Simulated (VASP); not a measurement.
InAgTe2:

```
In Ag Te
1.0
    -3.28468    3.28468    6.49877
     3.28468   -3.28468    6.49877
     3.28468    3.28468   -6.49877
In Ag Te
2 2 4
Cartesian
  0.0000 0.0000 6.4988
  3.2847 0.0000 3.2494
  0.0000 0.0000 0.0000
  0.0000 3.2847 3.2494
  1.6057 1.6423 1.6247
  1.6423 4.9636 -1.6247
  1.6790 1.6423 8.1235
  1.6423 -1.6790 4.8741
```

| Item | Value |
| --- | --- |
| Program | VASP 6.6.1 |
| Task | relaxation of cell and atoms |
| Functional | PBE |
| Dispersion | D3(BJ) |
| Potentials or basis | VASP PAW PBE potentials, release 64 (In_d, Ag, Te) |
| Cutoff | 500 eV |
| k mesh | 8 × 8 × 8 |
| Occupations | gaussian, width 0.1 eV |
| Spin | no spin polarisation |

At the start: pressure -1.8 GPa; volume 35.06 Å³/atom.

**Question.** Where does the relaxation end?

**Answer.** Over 9 steps the energy falls by 9.6 meV/atom and the volume is 33.43 Å³/atom (-4.7 %); space group I-42d (No. 122, to 0.1 Å) before and after.

The path:
```csv
step,energy change (eV),largest force (eV/Å),pressure (GPa),volume (Å³)
1,0.0000,0.0084,-1.79,280.46
2,-0.0715,0.0853,0.45,264.89
3,-0.0752,0.0710,0.01,267.60
4,-0.0752,0.0696,-0.04,267.85
5,-0.0760,0.0472,-0.03,267.78
6,-0.0767,0.0038,-0.03,267.63
7,-0.0767,0.0006,-0.03,267.62
8,-0.0767,0.0013,0.03,267.25
9,-0.0767,0.0005,0.00,267.40
```

Final structure:
```cif
data_structure
_symmetry_space_group_name_H-M 'P 1'
_symmetry_Int_Tables_number 1
_cell_length_a 7.8602
_cell_length_b 7.8602
_cell_length_c 7.8602
_cell_angle_alpha 131.413
_cell_angle_beta 131.413
_cell_angle_gamma 71.157
_cell_volume 267.40
loop_
_atom_site_label
_atom_site_type_symbol
_atom_site_fract_x
_atom_site_fract_y
_atom_site_fract_z
_atom_site_occupancy
In1 In 0.50000 0.50000 0.00000 1
In2 In 0.25000 0.75000 0.50000 1
Ag1 Ag 0.00000 0.00000 0.00000 1
Ag2 Ag 0.75000 0.25000 0.50000 1
Te1 Te 0.37500 0.36782 0.49282 1
Te2 Te 0.63218 0.12500 0.00718 1
Te3 Te 0.87500 0.88218 0.50718 1
Te4 Te 0.11782 0.62500 0.99282 1
```
